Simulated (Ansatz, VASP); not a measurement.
## Two plane-wave programs on LiH

```xyz
12
Lattice="2.8944 0.0000 0.0000 -1.4472 2.5067 0.0000 0.0000 0.0000 15.5058" Properties=species:S:1:pos:R:3 pbc="T T T"
Li    0.0000    0.0000    1.8382
Li    0.0000    0.0000    4.3023
Li    1.4472    0.8356    6.9155
Li    0.0000    1.6711    9.5962
Li    0.0000    1.6711   12.1496
Li    1.4472    0.8356   14.6580
H     0.0000    0.0000    0.1628
H     0.0000    1.6711    2.9264
H     1.4472    0.8356    5.2304
H     1.4472    0.8356    8.5327
H     0.0000    0.0000   10.7077
H     0.0000    0.0000   13.2583
```

Alike in both runs: functional PBE; k mesh 12 × 12 × 4; occupations gaussian, width 0.01 eV; no spin polarisation.

Ansatz relaxed the structure, and its values are those at the end. VASP's run is a single point on that final structure, the one shown.

```csv
,VASP,Ansatz
version,VASP 6.6.1,Ansatz 0.2.0
potentials or method,"VASP PAW PBE potentials, release 64 (Li_sv, H), cutoff 520 eV","scalar-relativistic, plane waves, PAW"
valence electrons in the cell,24,24
```

```csv
,VASP,Ansatz,Ansatz less VASP
gap on the k mesh at the Fermi level (eV),0.10,0.10,+0.002
least direct gap on the mesh (eV),0.55,0.55,+0.003
rms of the force components (eV/Å),0.006,0.000,-0.0053
```

Noted on VASP's run: the cutoff is under 1.25 times that of the potentials, so the pressure is a little rough.
